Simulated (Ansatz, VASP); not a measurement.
# One calculation of TiSi2, two programs

```xyz
6
Lattice="1.7475 -6.6917 0.0000 1.7475 6.6917 0.0000 0.0000 0.0000 3.5652" Properties=species:S:1:pos:R:3 pbc="T T T"
Ti    1.7475    5.3116    0.8913
Ti    1.7475   -5.3116    2.6739
Si    1.7475   -3.3501    0.8913
Si    1.7475    3.3501    2.6739
Si    1.7475    0.7796    0.8913
Si    1.7475   -0.7796    2.6739
```

Alike in both runs: functional PBE; k mesh 7 × 7 × 6; occupations fermi-dirac, width 0.05 eV; no spin polarisation.

|  | VASP | Ansatz |
| --- | --- | --- |
| version | VASP 6.6.1 | Ansatz 0.2.0 |
| potentials or method | VASP PAW PBE potentials, release 64 (Ti_sv, Si) | Ansatz PAW |
| plane-wave cutoff (eV) | 520 | 420 |
| valence electrons in the cell | 40 | 40 |
| task | single point | band structure |

VASP gave:

- gap on the k mesh at the Fermi level (eV): none
- pressure (GPa): 4.7
- traceless stress, the component that is largest in VASP (GPa): -0.94
- rms of the force components (eV/Å): 0.092

Question: What did Ansatz give for the same quantities?

Answer: gap on the k mesh at the Fermi level (eV): none; pressure (GPa): 4.7; traceless stress, the component that is largest in VASP (GPa): -0.92; rms of the force components (eV/Å): 0.096.

Atom by atom the forces differ by 0.004 eV/Å (rms over components). A gap of «none» marks a metal or a gap that the smearing closes. With one functional, cell and mesh, what is left measures potentials, basis and numerics.
